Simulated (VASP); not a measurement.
A run of VASP 6.6.1:

The input INCAR:

```
SYSTEM = Al
PREC     = Accurate       ! precision mode
ENCUT    = 520            ! plane-wave cutoff, eV
EDIFF    = 1E-6           ! SCF threshold, eV
ISMEAR   = 0              ! smearing method
SIGMA    = 0.025          ! smearing width, eV
LREAL    = .False.        ! projectors in reciprocal space
LASPH    = .True.         ! aspherical terms in the spheres
NELM     = 60             ! most SCF steps
ALGO     = Normal         ! electronic algorithm
ISIF     = 2              ! what is computed and relaxed
LWAVE    = .False.        ! write WAVECAR
LCHARG   = .False.        ! write CHGCAR
GGA      = PE             ! functional
IVDW     = 13             ! dispersion correction
NBANDS   = 8              ! bands
```

The input KPOINTS:

```
Automatic mesh
0
Gamma
  11 11 11
  0 0 0
```

POSCAR

```
Al
1.0
    0.0000000000      1.9931922184      1.9931922184
    1.9931922184      0.0000000000      1.9931922184
    1.9931922184      1.9931922184      0.0000000000
Al
1
Direct
    0.0000000000      0.0000000000      0.0000000000
```

Potentials or basis: VASP PAW PBE potentials, release 64 (Al).

Run with:

```sh
$ cat potpaw_PBE.64/Al/POTCAR > POTCAR
$ mpirun -np 1 vasp_std > vasp.out
```

Hardware: 1 thread of Intel(R) Xeon(R) 6975P-C (Granite Rapids), on a shared host.

Q: Estimate the wall time of this run.

A: Wall time 4.3 s on 1 thread of Intel(R) Xeon(R) 6975P-C (Granite Rapids), with other jobs on the host, peak memory 0.13 GiB. Counts: scf iterations 10, k points 56.
